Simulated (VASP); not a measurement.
# Si (Ibca) in VASP: notebook, part 2 of 2

VASP 6.6.1.

**3. Single point, PBE (17.96 Å³/atom)**

File INCAR:

```
PREC = Accurate ; ENCUT = 520
EDIFF = 1E-7 ; ISMEAR = 0
SIGMA = 0.15 ; LREAL = False
LASPH = True ; NELM = 80
ALGO = Normal ; ISIF = 2
LWAVE = False ; LCHARG = False
GGA = PE ; NBANDS = 26
```

File KPOINTS:

```
regular mesh
0
Gamma
  10 10 10
```

File POSCAR:

```
Si
1.0
   -3.4349970840      3.4349970840      3.0447814153
    3.4349970840     -3.4349970840      3.0447814153
    3.4349970840      3.4349970840     -3.0447814153
Si
8
Direct
    0.2028545115      0.2028545115      0.2028545115
    0.5000000000      0.0000000000      0.2971454885
    0.2971454885      0.5000000000      0.0000000000
    0.0000000000      0.2971454885      0.5000000000
    0.7971454885      0.7971454885      0.7971454885
    0.5000000000      0.0000000000      0.7028545115
    0.7028545115      0.5000000000      0.0000000000
    0.0000000000      0.7028545115      0.5000000000
```

Potentials or basis: VASP PAW PBE potentials, release 64 (Si).

Launch:

```
cat potpaw_PBE.64/Si/POTCAR > POTCAR
mpirun -np 1 vasp_std > vasp.out
```

OUTCAR:

```text
PREC = Accurate
   ENCUT = 520
   EDIFF = 1E-7
   ISMEAR = 0
   LREAL = False
   LASPH = True
   NELM = 80
   ISIF = 2
   GGA = PE

 ion  position               nearest neighbor table
   1  0.203  0.203  0.203-   3 2.28   5 2.33   4 2.39   2 2.47
   2  0.500  0.000  0.297-   4 2.28   6 2.33   3 2.39   1 2.47
   3  0.297  0.500  0.000-   1 2.28   7 2.33   2 2.39   4 2.47
   4  0.000  0.297  0.500-   2 2.28   8 2.33   1 2.39   3 2.47
   5  0.797  0.797  0.797-   7 2.28   1 2.33   8 2.39   6 2.47
   6  0.500  0.000  0.703-   8 2.28   2 2.33   7 2.39   5 2.47
   7  0.703  0.500  0.000-   5 2.28   3 2.33   6 2.39   8 2.47
   8  0.000  0.703  0.500-   6 2.28   4 2.33   5 2.39   7 2.47

  LATTYP: Found a body centered tetragonal cell.
 ALAT       =     6.8699941680
 C/A-ratio  =     0.8864000000

  Lattice vectors:

 A1 = (  -3.4349970840,   3.4349970840,   3.0447814153)
 A2 = (   3.4349970840,  -3.4349970840,   3.0447814153)
 A3 = (   3.4349970840,   3.4349970840,  -3.0447814153)

Analysis of symmetry for initial positions (statically):
=====================================================================
 Subroutine PRICEL returns:
 Original cell was already a primitive cell.

 Routine SETGRP: Setting up the symmetry group for a
 body centered tetragonal supercell.

 Subroutine GETGRP returns: Found  8 space group operations
 (whereof  2 operations were pure point group operations)
 out of a pool of 16 trial point group operations.

The static configuration has the point symmetry S_2 .
 The point group associated with its full space group is D_2h.

Analysis of symmetry for dynamics (positions and initial velocities):
=====================================================================
 Subroutine PRICEL returns:
 Original cell was already a primitive cell.

 Routine SETGRP: Setting up the symmetry group for a
 body centered tetragonal supercell.

[... 140 lines left out ...]
  Thomas-Fermi vector in A             =   2.124083
   LORBIT       =      0    0 simple, 1 ext, 2 COOP (PROOUT), +10 PAW based schemes
   GGA     = PE    functional components
   LHFCALC =     F    Hartree Fock is set to
   AEXX    =    0.0000 exact exchange contribution
   IVDW    =     0    specifies the selected vdW correction
   LEPSILON=     F    determine dielectric tensor
   LRPA    =     F    only Hartree local field effects (RPA)
 non-spin polarized calculation
 Gauss-broadening in eV      SIGMA  =   0.15
  energy-cutoff  :      520.00
  volume of cell :      143.70
 maximum number of plane-waves:      3907
 NGX is ok and might be reduce to    48
   NGX = 21   NGY = 21   NGZ = 21

 number of electron      32.0000000 magnetization

 Free energy of the ion-electron system (eV)
  ---------------------------------------------------
  ext. energy  EPLUGINS =         0.00000000
  ---------------------------------------------------
  free energy    TOTEN  =       -41.49201531 eV

  energy without entropy =      -41.47706126  energy(sigma->0) =      -41.48453828

 E-fermi :   7.2887     XC(G=0): -10.0381

 val. band max:        7.2789665782   @ k =   0.5000   0.0000   0.5000
 cond. band min:       7.2910185900   @ k =   0.5000   0.0000  -0.3000
 fundamental gap:      0.0120520119
 Fermi energy:         7.2887071928

 k-point     1 :       0.0000    0.0000    0.0000
  band No.  band energies     occupation
      1      -5.5482      2.00000
      2      -1.3900      2.00000
      3      -1.1080      2.00000
      4      -0.5173      2.00000
      5      -0.2443      2.00000
      6       0.6276      2.00000
[... 685 lines left out ...]
     25      12.2091      0.00000
     26      12.4554      0.00000

 [... further k-points ...]

------------------------ aborting loop because EDIFF is reached ----------------------------------------

  FORCE on cell =-STRESS in cart. coord.  units (eV):
  Direction    XX          YY          ZZ          XY          YZ          ZX
  --------------------------------------------------------------------------------------
  -------------------------------------------------------------------------------------
  Total       -2.3817779     -1.4448337     11.9786137     -0.0000000      0.0000000      0.0000000
  in kB      -26.5547975    -16.1086666    133.5513503     -0.0000000      0.0000000      0.0000000
  external PRESSURE =      30.2959621 kB  Pullay stress =       0.0000000 kB

 VOLUME and BASIS-vectors are now :
 -----------------------------------------------------------------------------
  energy-cutoff  :      520.00
  volume of cell :      143.70
      direct lattice vectors                 reciprocal lattice vectors
    -3.434997084  3.434997084  3.044781415     0.000000000  0.145560531  0.164215401
     3.434997084 -3.434997084  3.044781415     0.145560531  0.000000000  0.164215401
     3.434997084  3.434997084 -3.044781415     0.145560531  0.145560531  0.000000000

 POSITION                                       TOTAL-FORCE (eV/Angst)
 -----------------------------------------------------------------------------------
      0.69680      0.69680      0.61765        -0.040737      0.764923     -0.396689
     -0.69680      2.73819      0.61765         0.040737     -0.764923     -0.396689
      0.69680     -0.69680      2.42713        -0.040737     -0.764923      0.396689
      2.73819      0.69680     -0.61765         0.040737      0.764923      0.396689
      2.73819      2.73819      2.42713         0.040737     -0.764923      0.396689
      0.69680      4.13180     -0.61765        -0.040737      0.764923      0.396689
     -0.69680      0.69680      3.66243         0.040737      0.764923     -0.396689
      4.13180     -0.69680      0.61765        -0.040737     -0.764923     -0.396689
 -----------------------------------------------------------------------------------
    total drift:                               -0.000000     -0.000000      0.000000

  FREE ENERGIE OF THE ION-ELECTRON SYSTEM (eV)
  ---------------------------------------------------
  free  energy   TOTEN  =       -41.4920153103 eV

  energy  without entropy=      -41.4770612570  energy(sigma->0) =      -41.48453828
```

OSZICAR:

```text
N       E                     dE             d eps       ncg     rms          rms(c)
DAV:   1     0.595686587024E+02    0.59569E+02   -0.12138E+04  8892   0.102E+03
DAV:   2    -0.373830015991E+02   -0.96952E+02   -0.89279E+02 10928   0.146E+02
DAV:   3    -0.421414075651E+02   -0.47584E+01   -0.46361E+01 11812   0.289E+01
DAV:   4    -0.422151954999E+02   -0.73788E-01   -0.73503E-01 11100   0.442E+00
DAV:   5    -0.422164696575E+02   -0.12742E-02   -0.12726E-02 11724   0.541E-01    0.964E+00
DAV:   6    -0.416451775328E+02    0.57129E+00   -0.44374E-01 10922   0.290E+00    0.569E+00
DAV:   7    -0.414977403191E+02    0.14744E+00   -0.53795E-01 11302   0.306E+00    0.853E-01
DAV:   8    -0.414922022734E+02    0.55380E-02   -0.94281E-02 10426   0.147E+00    0.424E-01
DAV:   9    -0.414927064839E+02   -0.50421E-03   -0.53645E-03 10624   0.414E-01    0.192E-01
DAV:  10    -0.414920419850E+02    0.66450E-03   -0.10049E-03 10756   0.169E-01    0.588E-02
DAV:  11    -0.414920235844E+02    0.18401E-04   -0.52383E-04 11252   0.950E-02    0.368E-02
DAV:  12    -0.414920168896E+02    0.66948E-05   -0.66607E-05 10512   0.389E-02    0.214E-02
DAV:  13    -0.414920153185E+02    0.15711E-05   -0.44028E-06 11768   0.909E-03    0.425E-03
DAV:  14    -0.414920153103E+02    0.81809E-08   -0.48333E-07 10326   0.326E-03
   1 F= -.41492015E+02 E0= -.41484538E+02  d E =-.149541E-01
```

stdout:

```text
POSCAR found type information on POSCAR Si
 POSCAR found :  1 types and       8 ions
 scaLAPACK will be used
 LDA part: xc-table for (Slater+PW92), standard interpolation
 POSCAR, INCAR and KPOINTS ok, starting setup
 FFT: planning ... GRIDC
 FFT: planning ... GRID_SOFT
 FFT: planning ... GRID
 WAVECAR not read
 entering main loop
```

It took 8.8 min on 1 thread of AMD EPYC 9R45 (Zen 5), shared host; peak memory 0.57 GiB.

Results:

```
Free energy            : -41.4920 eV
Pressure               : 3.0 GPa
Largest force          : 0.863 eV/Å
Band gap on the k mesh : zero (bands 16 and 17 overlap by 0.44 eV)
```

Forces in eV/Å, atoms in the order of the input:
```
Si  -0.041  0.765 -0.397
Si   0.041 -0.765 -0.397
Si  -0.041 -0.765  0.397
Si   0.041  0.765  0.397
Si   0.041 -0.765  0.397
Si  -0.041  0.765  0.397
Si   0.041  0.765 -0.397
Si  -0.041 -0.765 -0.397
```

Levels at points of the mesh, in eV from the Fermi level:
```
           k point  band 13  band 14  band 15  band 16  band 17  band 18  band 19  band 20
(0.00, 0.00, 0.00)    -3.91    -2.01    -1.90     0.18     0.79     0.90     3.34     3.49
(0.50, 0.00, 0.00)    -1.92    -1.92    -1.71    -1.71     0.85     0.85     1.83     1.83
(0.50, 0.00, 0.50)    -1.78    -1.78    -1.19    -1.19    -0.01    -0.01     1.98     1.98
(0.50, 0.50, 0.00)    -2.25    -2.25    -1.08    -1.08     0.31     0.31     1.67     1.67
(0.50, 0.50, 0.50)    -2.52    -0.53    -0.30    -0.01     0.62     1.90     2.51     2.52
```

Caveat: the stress differs along the axes, from -3 to 13 GPa; semilocal functionals underestimate gaps, and a narrow one can read as zero.

**4. Single point, PBE (19.44 Å³/atom)**

This run uses another cell than the first one, of 19.44 Å³/atom.

File INCAR:

```
SYSTEM = Si
ALGO = Normal
EDIFF = 1E-6
ENCUT = 520
GGA = PE
ISIF = 2
ISMEAR = 0
LASPH = .True.
LCHARG = .False.
LREAL = .False.
LWAVE = .False.
NBANDS = 26
NELM = 100
PREC = Accurate
SIGMA = 0.15
```

File KPOINTS:

```
k-points
0
Gamma
  10 10 10
  0 0 0
```

Edit POSCAR of step 3 so:

```diff
@@ -2,5 +2,5 @@
 1.0
-   -3.4349970840      3.4349970840      3.0447814153
-    3.4349970840     -3.4349970840      3.0447814153
-    3.4349970840      3.4349970840     -3.0447814153
+   -3.4796820016      3.4796820016      3.2110505511
+    3.4796820016     -3.4796820016      3.2110505511
+    3.4796820016      3.4796820016     -3.2110505511
 Si
```

Launch:

```
cat potpaw_PBE.64/Si/POTCAR > POTCAR
mpirun -np 1 vasp_std > vasp.out
```

Wall time 7.9 min (1 thread of Intel Xeon 6975P-C (Granite Rapids), shared host); peak memory 0.61 GiB.

It converged, with:

```
Free energy            : -41.7502 eV
Pressure               : -4.3 GPa
Largest force          : 0.394 eV/Å
Band gap on the k mesh : zero (bands 16 and 17 overlap by 0.11 eV)
```

Forces on the atoms (eV/Å):
```
Si  -0.181  0.164 -0.309
Si   0.181 -0.164 -0.309
Si  -0.181 -0.164  0.309
Si   0.181  0.164  0.309
Si   0.181 -0.164  0.309
Si  -0.181  0.164  0.309
Si   0.181  0.164 -0.309
Si  -0.181 -0.164 -0.309
```

Stress tensor (GPa, compression positive):
```
-7.78  0.00  0.00
 0.00 -7.43  0.00
 0.00  0.00  2.45
```

Levels at points of the mesh, in eV from the Fermi level:
```csv
k point,band 13,band 14,band 15,band 16,band 17,band 18,band 19,band 20
"(0.00, 0.00, 0.00)",-3.65,-1.67,-1.62,-0.26,1.10,1.17,2.77,3.28
"(0.50, 0.00, 0.00)",-1.93,-1.93,-1.51,-1.51,0.76,0.76,1.81,1.81
"(0.50, 0.00, 0.50)",-1.81,-1.81,-1.15,-1.15,0.18,0.18,1.92,1.92
"(0.50, 0.50, 0.00)",-2.08,-2.08,-1.05,-1.05,0.39,0.39,1.79,1.79
"(0.50, 0.50, 0.50)",-2.39,-0.60,-0.17,0.08,0.46,2.13,2.25,2.59
```

Caveat: the stress differs along the axes, from -8 to 2 GPa; semilocal functionals underestimate gaps, and a narrow one can read as zero.

**5. Summary**

```tsv
cell	gap on the mesh (eV)	pressure (GPa)	largest force (eV/Å)
a = 5.717 Å, angles 108.4, 108.4, 111.6°, 8 atoms	none	2.7	0.30
a = 5.733 Å, angles 106.4, 106.4, 115.8°, 8 atoms	none	3.0	0.86
a = 5.876 Å, angles 107.4, 107.4, 113.7°, 8 atoms	none	-4.3	0.39
```

Alike in all rows: task single point; level PBE; potentials or basis VASP PAW PBE potentials, release 64 (Si); no spin polarisation; k mesh 10 × 10 × 10; cutoff (eV) 520; smearing gaussian 0.15 eV.

Caveats: semilocal functionals underestimate gaps, and a narrow one can read as zero; the stress differs along the axes, from 1 to 7 GPa (at least some runs); the stress differs along the axes, from -3 to 13 GPa (at least some runs); the stress differs along the axes, from -8 to 2 GPa (at least some runs).

Absolute energies hang on the potentials; compare differences alone.

The gap in the log of VASP goes by the Fermi energy; the results here count the filled bands.